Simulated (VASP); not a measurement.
# Pd (Im-3m) in VASP: single point with PBE

Aim: the single point of Pd with PBE.

Program: VASP 6.6.1. These are calculated values, not measurements. Logs are shortened: lines on timing, memory, paths and dates and some standing lists are left out, and cuts for length are marked.

## Step 1: The cell of the first run

Symmetry: Im-3m, No. 229, cubic system. The conventional cell has a = 3.234 Å, b = 3.234 Å, c = 3.234 Å, α = 90.00°, β = 90.00°, γ = 90.00°. Within 3.7 Å of Pd (site symmetry m-3m) lie 14 Pd at 2.80 to 3.23 Å.

## Step 2: Single point, PBE, collinear spin, zero start

The input, INCAR:

```
  ALGO = Normal
  EDIFF = 1E-6
  ENCUT = 500
  GGA = PE
  GGA_COMPAT = F
  ISIF = 2
  ISMEAR = -1
  ISPIN = 2
  LASPH = T
  LCHARG = F
  LMAXMIX = 4
  LORBIT = 11
  LREAL = F
  LWAVE = F
  MAGMOM = 0
  NBANDS = 15
  NELM = 200
  PREC = Accurate
  SIGMA = 0.1
```

The input, KPOINTS:

```
k-points
0
Gamma
  8 8 8
```

The input, POSCAR:

```
Pd
1.0
   -1.6170000000      1.6170000000      1.6170000000
    1.6170000000     -1.6170000000      1.6170000000
    1.6170000000      1.6170000000     -1.6170000000
Pd
1
Direct
    0.0000000000      0.0000000000      0.0000000000
```

Potentials or basis: VASP PAW PBE potentials, release 64 (Pd).

Launch:

```console
cat potpaw_PBE.64/Pd/POTCAR > POTCAR
mpirun -np 1 vasp_std > vasp.out
```

OUTCAR:

```text
EDIFF = 1E-6
   ENCUT = 500
   GGA = PE
   ISIF = 2
   ISMEAR = -1
   ISPIN = 2
   LASPH = T
   LORBIT = 11
   LREAL = F
   NELM = 200
   PREC = Accurate

 ion  position               nearest neighbor table
   1  0.000  0.000  0.000-

  LATTYP: Found a body centered cubic cell.
 ALAT       =     3.2340000000

  Lattice vectors:

 A1 = (  -1.6170000000,   1.6170000000,   1.6170000000)
 A2 = (   1.6170000000,  -1.6170000000,   1.6170000000)
 A3 = (   1.6170000000,   1.6170000000,  -1.6170000000)

Analysis of symmetry for initial positions (statically):
=====================================================================
 Subroutine PRICEL returns:
 Original cell was already a primitive cell.

 Routine SETGRP: Setting up the symmetry group for a
 body centered cubic supercell.

 Subroutine GETGRP returns: Found 48 space group operations
 (whereof 48 operations were pure point group operations)
 out of a pool of 48 trial point group operations.

The static configuration has the point symmetry O_h .

Analysis of symmetry for dynamics (positions and initial velocities):
=====================================================================
 Subroutine PRICEL returns:
 Original cell was already a primitive cell.

 Routine SETGRP: Setting up the symmetry group for a
 body centered cubic supercell.

 Subroutine GETGRP returns: Found 48 space group operations
 (whereof 48 operations were pure point group operations)
 out of a pool of 48 trial point group operations.

The dynamic configuration has the point symmetry O_h .

Analysis of structural, dynamic, and magnetic symmetry:
=====================================================================
 Subroutine PRICEL returns:
 Original cell was already a primitive cell.

 Routine SETGRP: Setting up the symmetry group for a
 body centered cubic supercell.

 Subroutine GETGRP returns: Found 48 space group operations
 (whereof 48 operations were pure point group operations)
 out of a pool of 48 trial point group operations.

The overall configuration has the point symmetry O_h .

 Subroutine INISYM returns: Found 48 space group operations
 (whereof 48 operations are pure point group operations),
 and found     1 'primitive' translations

----------------------------------------------------------------------------------------

                                     Primitive cell

  volume of cell :      16.9118

  direct lattice vectors                    reciprocal lattice vectors
    -1.617000000  1.617000000  1.617000000     0.000000000  0.309214595  0.309214595
     1.617000000 -1.617000000  1.617000000     0.309214595  0.000000000  0.309214595
     1.617000000  1.617000000 -1.617000000     0.309214595  0.309214595  0.000000000

  length of vectors
     2.800726156  2.800726156  2.800726156     0.437295474  0.437295474  0.437295474

  position of ions in fractional coordinates (direct lattice)
     0.000000000  0.000000000  0.000000000

  ion indices of the primitive-cell ions
   primitive index   ion index
                 1           1

----------------------------------------------------------------------------------------

 KPOINTS: k-points

Automatic generation of k-mesh.
 Grid dimensions read from file:
 generate k-points for:    8    8    8

 Generating k-lattice:

  Cartesian coordinates                     Fractional coordinates (reciprocal lattice)
     0.000000000  0.038651824  0.038651824     0.125000000  0.000000000  0.000000000
     0.038651824  0.000000000  0.038651824     0.000000000  0.125000000  0.000000000
     0.038651824  0.038651824  0.000000000     0.000000000  0.000000000  0.125000000

  Length of vectors
     0.054661934  0.054661934  0.054661934

  Shift w.r.t. Gamma in fractional coordinates (k-lattice)
     0.000000000  0.000000000  0.000000000

 Subroutine IBZKPT returns following result:
 ===========================================

 Found     29 irreducible k-points:

 Following reciprocal coordinates:
            Coordinates               Weight
  0.000000  0.000000  0.000000      1.000000
  0.125000  0.000000  0.000000     12.000000
  0.250000  0.000000  0.000000     12.000000
  0.375000  0.000000  0.000000     12.000000
  0.500000  0.000000  0.000000      6.000000
  0.125000  0.125000  0.000000     24.000000
[... 16 lines left out ...]
 -0.250000  0.250000  0.250000      6.000000
 -0.375000  0.375000  0.250000     24.000000
 [... further k-points ...]
   k-points           NKPTS =     29   k-points in BZ     NKDIM =     29   number of bands    NBANDS=     15
   number of dos      NEDOS =    301   number of ions     NIONS =      1
   total plane-waves  NPLWV =   8000
   dimension x,y,z NGX =    20 NGY =   20 NGZ =   20
   dimension x,y,z NGXF=    40 NGYF=   40 NGZF=   40
   ions per type =               1
   NGX,Y,Z   is equivalent  to a cutoff of  11.87, 11.87, 11.87 a.u.
   NGXF,Y,Z  is equivalent  to a cutoff of  23.74, 23.74, 23.74 a.u.
 SYSTEM =  unknown system
   PREC   = accura    normal or accurate (medium, high low for compatibility)
   ISTART =      0    job   : 0-new  1-cont  2-samecut
   ICHARG =      2    charge: 1-file 2-atom 10-const
   ISPIN  =      2    spin polarized calculation?
   LNONCOLLINEAR =      F non collinear calculations
   LSORBIT =      F    spin-orbit coupling
   LASPH  =      T    aspherical Exc in radial PAW
   ENCUT  =  500.0 eV  36.75 Ry    6.06 a.u.   5.11  5.11  5.11*2*pi/ulx,y,z
   NELM   =    200;   NELMIN=  2; NELMDL= -5     # of ELM steps
   EDIFF  = 0.1E-05   stopping-criterion for ELM
   LREAL  =      F    real-space projection
   EDIFFG = 0.1E-04   stopping-criterion for IOM
   NSW    =      0    number of steps for IOM
   IBRION =     -1    ionic relax: 0-MD 1-quasi-New 2-CG
   NFREE  =      0    steps in history (QN), initial steepest desc. (CG)
   ISIF   =      2    stress and relaxation
   ISYM   =      2    0-nonsym 1-usesym 2-fastsym
   POTIM  = 0.5000    time-step for ionic-motion
   TEBEG  =    0.0;   TEEND  =   0.0 temperature during run
   PSTRESS=    0.0 pullay stress
   NELECT =      10.0000    total number of electrons
   NUPDOWN=      -1.0000    fix difference up-down
   EMIN   =  10.00;   EMAX   =-10.00  energy-range for DOS
   EFERMI =   0.00;   METHOD = LEGACY
   ISMEAR =    -1;   SIGMA  =   0.10  broadening in eV -4-tet -1-fermi 0-gaus
   EFERMI_NEDOS =   21; number of points for ismear=-14 and -15
   IALGO  =     38    algorithm
   IMIX   =      4    mixing-type and parameters
     AMIX     =   0.40;   BMIX     =  1.00
     AMIX_MAG =   1.60;   BMIX_MAG =  1.00
  volume/ion in A,a.u.               =      16.91       114.13
  Fermi-wavevector in a.u.,A,eV,Ry     =   1.374078  2.596631 25.689040  1.888091
  Thomas-Fermi vector in A             =   2.499537
   LORBIT       =     11    0 simple, 1 ext, 2 COOP (PROOUT), +10 PAW based schemes
   GGA     = PE    functional components
   LHFCALC =     F    Hartree Fock is set to
   AEXX    =    0.0000 exact exchange contribution
   IVDW    =     0    specifies the selected vdW correction
   LEPSILON=     F    determine dielectric tensor
   LRPA    =     F    only Hartree local field effects (RPA)
 spin polarized calculation
  energy-cutoff  :      500.00
  volume of cell :       16.91
 maximum number of plane-waves:       456
   NGX = 11   NGY = 11   NGZ = 11

 number of electron      10.0000000 magnetization       0.0000000

 number of electron       9.9999995 magnetization      -0.0000154

 number of electron       9.9999995 magnetization       0.0000035

 Free energy of the ion-electron system (eV)
  ---------------------------------------------------
  ext. energy  EPLUGINS =         0.00000000
  ---------------------------------------------------
  free energy    TOTEN  =        -5.12093438 eV

  energy without entropy =       -5.06823825  energy(sigma->0) =       -5.09458632

 E-fermi :   7.6455     XC(G=0): -12.3440

 val. band max:        7.6400352379   @ k =  -0.3750   0.5000   0.2500
 cond. band min:       7.8078138240   @ k =   0.5000   0.5000   0.5000
 fundamental gap:      0.1677785861
 Fermi energy:         7.6454648800

 spin component 1

 k-point     1 :       0.0000    0.0000    0.0000
  band No.  band energies     occupation
      1       1.5193      1.00000
      2       5.2584      1.00000
      3       5.2584      1.00000
      4       5.2584      1.00000
      5       6.8791      0.99953
      6       6.8791      0.99953
      7      26.6761      0.00000
      8      26.6761      0.00000
      9      26.6761      0.00000
     10      33.8512      0.00000
     11      33.8512      0.00000
     12      34.4516      0.00000
     13      34.4516      0.00000
     14      34.4516      0.00000
     15      34.6249      0.00000

 k-point     2 :       0.1250    0.0000    0.0000
  band No.  band energies     occupation
      1       2.0371      1.00000
      2       5.1047      1.00000
      3       5.2672      1.00000
      4       5.6011      1.00000
      5       6.7261      0.99990
      6       6.8921      0.99947
      7      25.7663      0.00000
      8      26.5015      0.00000
      9      27.2015      0.00000
     10      31.1961      0.00000
     11      31.3151      0.00000
     12      32.0547      0.00000
     13      34.6627      0.00000
     14      35.3302      0.00000
     15      38.4896      0.00000
[... 365 lines left out ...]
      3       5.7936      1.00000
      4       5.7936      1.00000
      5       6.4545      0.99999
      6       8.2973      0.00147
      7      23.1514      0.00000
      8      23.1514      0.00000
      9      23.5718      0.00000
     10      24.1447      0.00000
     11      34.4251      0.00000
     12      34.4251      0.00000
     13      34.5821      0.00000
     14      36.5309      0.00000
     15      37.3850      0.00000

 k-point    24 :      -0.3750    0.3750    0.2500
  band No.  band energies     occupation
      1       4.2665      1.00000
      2       4.5996      1.00000
      3       5.8007      1.00000
      4       6.2801      1.00000
      5       7.3936      0.92543
      6      10.3608      0.00000
      7      18.5351      0.00000
      8      20.9030      0.00000
      9      23.3482      0.00000
     10      25.6791      0.00000
     11      33.0439      0.00000
     12      34.6155      0.00000
     13      34.6813      0.00000
     14      36.1528      0.00000
     15      39.0203      0.00000

 [... further k-points ...]

 spin component 2

 k-point     1 :       0.0000    0.0000    0.0000
  band No.  band energies     occupation
      1       1.5193      1.00000
      2       5.2584      1.00000
      3       5.2584      1.00000
      4       5.2584      1.00000
      5       6.8791      0.99953
      6       6.8791      0.99953
      7      26.6761      0.00000
      8      26.6761      0.00000
      9      26.6761      0.00000
     10      33.8512      0.00000
     11      33.8512      0.00000
     12      34.4516      0.00000
     13      34.4516      0.00000
     14      34.4516      0.00000
     15      34.6249      0.00000

 k-point     2 :       0.1250    0.0000    0.0000
  band No.  band energies     occupation
      1       2.0371      1.00000
      2       5.1047      1.00000
      3       5.2672      1.00000
      4       5.6011      1.00000
      5       6.7261      0.99990
      6       6.8921      0.99947
      7      25.7663      0.00000
      8      26.5015      0.00000
      9      27.2015      0.00000
     10      31.1961      0.00000
     11      31.3151      0.00000
     12      32.0547      0.00000
     13      34.6627      0.00000
     14      35.3302      0.00000
     15      38.4896      0.00000
[... 365 lines left out ...]
      3       5.7936      1.00000
      4       5.7936      1.00000
      5       6.4545      0.99999
      6       8.2973      0.00147
      7      23.1514      0.00000
      8      23.1514      0.00000
      9      23.5718      0.00000
     10      24.1447      0.00000
     11      34.4251      0.00000
     12      34.4251      0.00000
     13      34.5821      0.00000
     14      36.5309      0.00000
     15      37.3850      0.00000

 k-point    24 :      -0.3750    0.3750    0.2500
  band No.  band energies     occupation
      1       4.2665      1.00000
      2       4.5996      1.00000
      3       5.8007      1.00000
      4       6.2801      1.00000
      5       7.3936      0.92543
      6      10.3608      0.00000
      7      18.5351      0.00000
      8      20.9030      0.00000
      9      23.3482      0.00000
     10      25.6791      0.00000
     11      33.0439      0.00000
     12      34.6155      0.00000
     13      34.6813      0.00000
     14      36.1528      0.00000
     15      39.0203      0.00000

 [... further k-points ...]
[... 5 lines left out ...]
  --------------------------------------------------------------------------------------
  -------------------------------------------------------------------------------------
  Total       -1.1880142     -1.1880142     -1.1880142      0.0000000      0.0000000     -0.0000000
  in kB     -112.5491376   -112.5491376   -112.5491376      0.0000000      0.0000000     -0.0000000
  external PRESSURE =    -112.5491376 kB  Pullay stress =       0.0000000 kB

 VOLUME and BASIS-vectors are now :
 -----------------------------------------------------------------------------
  energy-cutoff  :      500.00
  volume of cell :       16.91
      direct lattice vectors                 reciprocal lattice vectors
    -1.617000000  1.617000000  1.617000000     0.000000000  0.309214595  0.309214595
     1.617000000 -1.617000000  1.617000000     0.309214595  0.000000000  0.309214595
     1.617000000  1.617000000 -1.617000000     0.309214595  0.309214595  0.000000000

 POSITION                                       TOTAL-FORCE (eV/Angst)
 -----------------------------------------------------------------------------------
      0.00000      0.00000      0.00000        -0.000000      0.000000     -0.000000
 -----------------------------------------------------------------------------------
    total drift:                                0.000000     -0.000000      0.000000

  FREE ENERGIE OF THE ION-ELECTRON SYSTEM (eV)
  ---------------------------------------------------
  free  energy   TOTEN  =        -5.1209343823 eV

  energy  without entropy=       -5.0682382487  energy(sigma->0) =       -5.09458632

 total charge

# of ion       s       p       d       tot
------------------------------------------
    1        0.422   0.347   8.438   9.206

 magnetization (x)

# of ion       s       p       d       tot
------------------------------------------
    1       -0.000   0.000  -0.000  -0.000
```

Run time: 9.5 s. Hardware: 1 thread of Intel Xeon Platinum 8488C (Sapphire Rapids), shared host; peak memory 0.14 GiB.

What came out:

- Free energy: -5.1209 eV
- Pressure: -11.3 GPa
- Band gap on the k mesh: zero (filled and empty bands overlap)
- Net moment: 0.00 μB per cell
- Valence electrons inside the program's atomic spheres: Pd 9.21

Levels at points of the mesh, in eV from the Fermi level:
Spin up:
```tsv
k point	band 1	band 2	band 3	band 4	band 5	band 6	band 7	band 8	band 9	band 10
(0.00, 0.00, 0.00)	-6.13	-2.39	-2.39	-2.39	-0.77	-0.77	19.03	19.03	19.03	26.21
(0.50, 0.00, 0.00)	-4.31	-3.35	-0.84	-0.59	0.47	1.65	6.89	14.77	16.53	22.44
(0.50, 0.50, 0.50)	-4.20	-4.20	0.16	0.16	0.16	8.75	8.75	8.75	15.56	16.16
```
Spin down:
| k point | band 1 | band 2 | band 3 | band 4 | band 5 | band 6 | band 7 | band 8 | band 9 | band 10 |
| --- | --- | --- | --- | --- | --- | --- | --- | --- | --- | --- |
| (0.00, 0.00, 0.00) | -6.13 | -2.39 | -2.39 | -2.39 | -0.77 | -0.77 | 19.03 | 19.03 | 19.03 | 26.21 |
| (0.50, 0.00, 0.00) | -4.31 | -3.35 | -0.84 | -0.59 | 0.47 | 1.65 | 6.89 | 14.77 | 16.53 | 22.44 |
| (0.50, 0.50, 0.50) | -4.20 | -4.20 | 0.16 | 0.16 | 0.16 | 8.75 | 8.75 | 8.75 | 15.56 | 16.16 |
